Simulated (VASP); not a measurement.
Set up this calculation in VASP 6.6.1, as the native input.

* Task: single point
* Functional: LDA
* Potentials or basis: VASP PAW LDA potentials, release 64 (Mg, O)
* Cutoff: 520 eV
* k mesh: 2 × 2 × 2
* Occupations: fermi-dirac, width 0.02 eV
* Spin: no spin polarisation
* Dipole correction: no
* Further INCAR settings: LREAL = Auto; ALGO = Normal; EDIFF = 1e-06; NBANDS = 47

The structure of Mg9O8 (a cell with a defect) lies in POSCAR:

```
Mg9O8
1.0
    0.0000000000      4.1810000000      4.1810000000
    4.1810000000      0.0000000000      4.1810000000
    4.1810000000      4.1810000000      0.0000000000
Mg O
9 8
Direct
    0.0084549151     -0.0356493662      0.0306983975
    0.0307940684      0.0006577374      0.4995575221
    0.0022482660      0.4873475245      0.0000000000
    0.0048433389      0.4940803635      0.5113011241
    0.5122099976      0.0206051184     -0.0438053097
    0.5225544128      0.0463525472      0.5000717532
    0.4347404927      0.4601889500     -0.0964482181
    0.5509088735      0.5166586941      0.4849198756
    0.5092920354      0.5892250658      0.1114207127
    0.2534800287      0.2662999282      0.2456589333
    0.2504066013      0.2578928486      0.7701387228
    0.1964123415      0.7077015068      0.3698397513
    0.2781272423      0.7954915092      0.6975962688
    0.7820377900      0.2381726860      0.2629514470
    0.7596149247      0.2426811768      0.7708084190
    0.7501076298      0.7546519971      0.2872757713
    0.7813680938      0.7763692896      0.7718727577
```

One way to write it, as run:

INCAR

```
SYSTEM = Mg9O8
  PREC = Accurate
  ENCUT = 520
  EDIFF = 1E-6
  ISMEAR = -1
  SIGMA = 0.02
  LREAL = Auto
  LASPH = .True.
  NELM = 60
  ALGO = Normal
  ISIF = 2
  LWAVE = .False.
  LCHARG = .False.
  NBANDS = 47
```

KPOINTS

```
Automatic mesh
0
Gamma
  2 2 2
  0 0 0
```

Potentials or basis: VASP PAW LDA potentials, release 64 (Mg, O).

Run with:

```bash
$ cat potpaw_LDA.64/Mg/POTCAR potpaw_LDA.64/O/POTCAR > POTCAR
$ mpirun -np 1 vasp_std > vasp.out
```

Results of the run:

```json
{
  "Pressure": "43.3 GPa",
  "Largest force": "3.462 eV/Å",
  "Band gap on the k mesh": "0.09 eV"
}
```

Caveat: the k points lie up to 0.65 Å⁻¹ apart.

Wall time 51 s on 1 thread of Intel(R) Xeon(R) 6975P-C (Granite Rapids) (shared host), peak memory 0.26 GiB.
